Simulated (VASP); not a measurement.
AlRu3, 4 atoms in the cell. It takes space group Fm-3m (No. 225, cubic). The conventional cell has a = 6.073 Å, b = 6.073 Å, c = 6.073 Å, α = 90.00°, β = 90.00°, γ = 90.00°. Al (site symmetry m-3m) has 14 Ru at 2.63 to 3.04 Å within 3.5 Å. Ru (site symmetry -43m) has 4 Al at 2.63 Å and 10 Ru at 2.63 to 3.04 Å within 3.5 Å. Within 3.5 Å of Ru (site symmetry m-3m) lie 8 Ru at 2.63 Å and 6 Al at 3.04 Å. 

```yaml
Program: VASP 6.6.1
Task: single point
Functional: PBE
Potentials_or_basis: VASP PAW PBE potentials, release 64 (Al, Ru_pv)
Cutoff: 520 eV
k_mesh: 6 × 6 × 6
Occupations: gaussian, width 0.1 eV
Spin: collinear spin, ferromagnetic start
Starting_moments: "[0.0, 1.0, 1.0, 1.0] μB"
Dipole_correction: no
Further_INCAR_settings: ALGO = Normal; EDIFF = 1e-07; NBANDS = 34
```

Potentials or basis: VASP PAW PBE potentials, release 64 (Al, Ru_pv).

Command:

```console
$ cat potpaw_PBE.64/Al/POTCAR potpaw_PBE.64/Ru_pv/POTCAR > POTCAR
$ mpirun -np 1 vasp_std > vasp.out
```

Hardware: 1 thread of Intel(R) Xeon(R) 6975P-C (Granite Rapids) (shared host).

How long does it take, and how much memory?

Run time: 29 s on 1 thread of Intel(R) Xeon(R) 6975P-C (Granite Rapids), with other jobs on the host, peak memory 0.21 GiB. Counts: scf iterations 16, k points 16.
